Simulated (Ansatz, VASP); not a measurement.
# One calculation of Bi2Se3, two programs

The input INCAR:

```
SYSTEM = Bi2Se3
  ALGO = Normal
  EDIFF = 1E-7
  ENCUT = 520
  GGA = RP
  ISIF = 2
  ISMEAR = -1
  LASPH = .True.
  LCHARG = .False.
  LREAL = .False.
  LWAVE = .False.
  NBANDS = 32
  NELM = 80
  PREC = Accurate
  SIGMA = 0.05
```

File KPOINTS:

```
k-points
0
Gamma
  8 8 8
  0 0 0
```

Contents of POSCAR:

```
Bi2Se3
1.0
    2.0852189429      1.2039017179      9.6085493036
   -2.0852189429      1.2039017179      9.6085493036
    0.0000000000     -2.4078034360      9.6085493036
Bi Se
2 3
Direct
    0.5992000000      0.5992000000      0.5992000000
    0.4008000000      0.4008000000      0.4008000000
    0.7883000000      0.7883000000      0.7883000000
    0.2117000000      0.2117000000      0.2117000000
    0.0000000000      0.0000000000      0.0000000000
```

File input.yaml:

```yaml
crystal:
  lattice:
    - [2.0852189429, 1.2039017179, 9.6085493036]
    - [-2.0852189429, 1.2039017179, 9.6085493036]
    - [0.0, -2.407803436, 9.6085493036]
  atoms:
    - { symbol: Bi, position: [0.5992, 0.5992, 0.5992] }
    - { symbol: Bi, position: [0.4008, 0.4008, 0.4008] }
    - { symbol: Se, position: [0.7883, 0.7883, 0.7883] }
    - { symbol: Se, position: [0.2117, 0.2117, 0.2117] }
    - { symbol: Se, position: [0.0, 0.0, 0.0] }
hamiltonian:
  xc: rpbe
  pseudopotentials: { kind: paw }
kpoints:
  mp_grid: { grid: [8, 8, 8] }
scf:
  occupations: { method: fermi_dirac, width: 0.05 }
output:
  forces: true
  stress: true
  eigenvalues: true
```

Alike in both runs: task single point; functional RPBE; k mesh 8 × 8 × 8; occupations fermi-dirac, width 0.05 eV; no spin polarisation.

|  | VASP | Ansatz |
| --- | --- | --- |
| version | VASP 6.6.1 | Ansatz 0.2.0 |
| potentials or method | VASP PAW PBE potentials, release 64 (Bi_d, Se) | Ansatz PAW |
| plane-wave cutoff (eV) | 520 | 420 |
| valence electrons in the cell | 48 | 78 |

```tsv
	VASP	Ansatz	Ansatz less VASP
gap on the k mesh at the Fermi level (eV)	0.31	0.31	+0.002
least direct gap on the mesh (eV)	0.31	0.31	+0.002
pressure (GPa)	2.9	2.9	-0.01
traceless stress, the component that is largest in VASP (GPa)	0.10	0.10	-0.001
rms of the force components (eV/Å)	0.040	0.037	-0.0033
```

VASP's potentials were made for PBE, not for RPBE. Atom by atom the forces differ by 0.005 eV/Å (rms over components). The functional is the same, so the differences come from potentials, cutoffs and numerics. VASP's potentials hold 48 valence electrons a cell and Ansatz's 78, so a difference there can come from the potentials and not from the codes.

Neither program's run includes spin-orbit coupling.
